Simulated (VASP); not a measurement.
Wanted: the native input for a VASP 6.6.1 run.

```
Task                   : single point
Functional             : r2SCAN
Dispersion             : D4
Potentials or basis    : VASP PAW PBE potentials, release 64 (Hf_pv, B)
Cutoff                 : 520 eV
k mesh                 : 12 × 12 × 10
Occupations            : fermi-dirac, width 0.1 eV
Spin                   : no spin polarisation
Dipole correction      : no
Further INCAR settings : ALGO = Normal; EDIFF = 1e-07; NBANDS = 15
```

The system is HfB2.

```
Hf B
1.0
     3.13041    0.00000    0.00000
    -1.56520    2.71101    0.00000
     0.00000    0.00000    3.46457
Hf B
1 2
Direct
  0.00000 0.00000 0.00000
  0.33333 0.66667 0.50000
  0.66667 0.33333 0.50000
```

One way to write it, as run:

POSCAR

```
HfB2
1.0
    3.1304090067      0.0000000000      0.0000000000
   -1.5652045034      2.7110137241      0.0000000000
    0.0000000000      0.0000000000      3.4645730053
Hf B
1 2
Direct
    0.0000000000      0.0000000000      0.0000000000
    0.3333333333      0.6666666667      0.5000000000
    0.6666666667      0.3333333333      0.5000000000
```

INCAR.step1

```
ALGO = Normal
EDIFF = 1E-4
ENCUT = 520
GGA = PE
ISMEAR = -1
LASPH = T
LCHARG = F
LREAL = F
LWAVE = T
NBANDS = 15
NELM = 60
PREC = Accurate
SIGMA = 0.1
```

INCAR.step2

```
ALGO = Normal
EDIFF = 1E-7
ENCUT = 520
ISIF = 2
ISMEAR = -1
ISTART = 1
IVDW = 13
LASPH = T
LCHARG = F
LMIXTAU = T
LREAL = F
LWAVE = F
METAGGA = R2SCAN
NBANDS = 15
NELM = 60
PREC = Accurate
SIGMA = 0.1
VDW_A1 = 0.51559235
VDW_A2 = 5.77342911
VDW_S6 = 1.0
VDW_S8 = 0.6018749
```

KPOINTS

```
k-points
0
Gamma
  12 12 10
```

Potentials or basis: VASP PAW PBE potentials, release 64 (Hf_pv, B).

Command:

```sh
$ cat potpaw_PBE.64/Hf_pv/POTCAR potpaw_PBE.64/B/POTCAR > POTCAR
$ cp INCAR.step1 INCAR
$ mpirun -np 1 vasp_std > vasp.out
$ cp INCAR.step2 INCAR
$ mpirun -np 1 vasp_std > vasp.out
```

It gave:

The pressure is -0.6 GPa and the band gap on the k mesh is zero (bands 8 and 9 overlap by 1.48 eV). The dispersion energy per atom is -0.115 eV.

Caveat: the PAW data sets were made with another functional, which shifts forces and pressure a little; spin-orbit coupling is left out, which moves the levels of the heavy elements.

Wall time 96 s on 1 thread of Intel(R) Xeon(R) 6975P-C (Granite Rapids) (shared host), peak memory 0.18 GiB.
